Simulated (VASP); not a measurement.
Write the native input for VASP 6.6.1 that does the following.

- Task: single point
- Functional: PBEsol
- Potentials or basis: VASP PAW PBE potentials, release 64 (Hf_pv, O)
- Cutoff: 520 eV
- k mesh: 4 × 4 × 6
- Occupations: gaussian, width 0.01 eV
- Spin: no spin polarisation
- Dipole correction: no
- Further INCAR settings: ALGO = Normal; EDIFF = 1e-07; NBANDS = 31

The structure of HfO2 lies in POSCAR:

```
HfO2
1.0
    4.8924574046      0.0000000000      0.0000000000
    0.0000000000      4.8924574046      0.0000000000
    0.0000000000      0.0000000000      3.2579721281
Hf O
2 4
Direct
    0.0000000000      0.0000000000      0.0000000000
    0.5000000000      0.5000000000      0.5000000000
    0.1949550000      0.8050450000      0.5000000000
    0.3050450000      0.3050450000      0.0000000000
    0.6949550000      0.6949550000      0.0000000000
    0.8050450000      0.1949550000      0.5000000000
```

The input as run:

INCAR

```
PREC     = Accurate       # precision mode
ENCUT    = 520            # plane-wave cutoff, eV
EDIFF    = 1E-7           # SCF threshold, eV
ISMEAR   = 0              # smearing method
SIGMA    = 0.01           # smearing width, eV
LREAL    = False          # projectors in reciprocal space
LASPH    = True           # aspherical terms in the spheres
NELM     = 100            # most SCF steps
ALGO     = Normal         # electronic algorithm
ISIF     = 2              # what is computed and relaxed
LWAVE    = False          # write WAVECAR
LCHARG   = False          # write CHGCAR
GGA      = PS             # functional
NBANDS   = 31             # bands
```

KPOINTS

```
regular mesh
0
Gamma
  4 4 6
```

Potentials or basis: VASP PAW PBE potentials, release 64 (Hf_pv, O).

The run is started by

```bash
$ cat potpaw_PBE.64/Hf_pv/POTCAR potpaw_PBE.64/O/POTCAR > POTCAR
$ mpirun -np 1 vasp_std > vasp.out
```

Results of the run:

```json
{
 "Pressure": "-11.1 GPa",
 "Largest force": "0.179 eV/Å",
 "Band gap on the k mesh": "3.69 eV, direct"
}
```

Caveat: the PAW data sets were made with another functional, which shifts forces and pressure a little; spin-orbit coupling is left out, which moves the levels of the heavy elements.

Run time: 28 s on 1 thread of Intel(R) Xeon(R) Platinum 8559C (Emerald Rapids), with other jobs on the host, peak memory 0.2 GiB.
